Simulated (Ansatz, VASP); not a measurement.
Two plane-wave programs on BiOs

Contents of POSCAR:

```
BiOs
1.0
    0.0000000000      2.8343806084      2.8343806084
    2.8343806084      0.0000000000      2.8343806084
    2.8343806084      2.8343806084      0.0000000000
Os Bi
1 1
Direct
    0.5000000000      0.5000000000      0.5000000000
    0.0000000000      0.0000000000      0.0000000000
```

INCAR.step1

```
PREC = Accurate
ENCUT = 520
ISMEAR = 0
SIGMA = 0.05
LREAL = F
LASPH = T
NELM = 60
NBANDS = 18
GGA = PE
ALGO = Normal
EDIFF = 1E-4
LWAVE = T
LCHARG = F
```

File INCAR.step2:

```
PREC = Accurate
ENCUT = 520
EDIFF = 1E-7
ISMEAR = 0
SIGMA = 0.05
LREAL = F
LASPH = T
NELM = 60
ALGO = Normal
ISIF = 2
LWAVE = F
LCHARG = F
METAGGA = R2SCAN
LMIXTAU = T
NBANDS = 18
ISTART = 1
```

File KPOINTS:

```
Automatic mesh
0
Gamma
  10 10 10
```

Input for Ansatz:

```yaml
crystal:
  lattice:
    - [0.0, 2.8343806084, 2.8343806084]
    - [2.8343806084, 0.0, 2.8343806084]
    - [2.8343806084, 2.8343806084, 0.0]
  atoms:
    - { symbol: Os, position: [0.5, 0.5, 0.5] }
    - { symbol: Bi, position: [0.0, 0.0, 0.0] }
basis:
  ecutwfc: 500
  ecutrho_ratio: 4
kpoints:
  mp_grid: { grid: [10, 10, 10] }
hamiltonian:
  xc: r2scan
scf:
  occupations: { method: gaussian, width: 0.05 }
output:
  forces: true
  stress: true
  eigenvalues: true
```

Alike in both runs: task single point; functional r2SCAN; k mesh 10 × 10 × 10; occupations gaussian, width 0.05 eV; no spin polarisation.

|  | VASP | Ansatz |
| --- | --- | --- |
| version | VASP 6.6.1 | Ansatz 0.2.0 |
| potentials or method | VASP PAW PBE potentials, release 64 (Os, Bi_d), cutoff 520 eV | scalar-relativistic, plane waves, PAW |
| valence electrons in the cell | 23 | 31 |

```tsv
	VASP	Ansatz	Ansatz less VASP
gap on the k mesh at the Fermi level (eV)	none	none	-
pressure (GPa)	-7.5	-7.9	-0.33
```

VASP's potentials were made for PBE, not for r2SCAN. A gap of «none» marks a metal or a gap that the smearing closes. VASP's potentials hold 23 valence electrons a cell and Ansatz's 31, so a difference there can come from the potentials and not from the codes.

Neither program's run includes spin-orbit coupling.
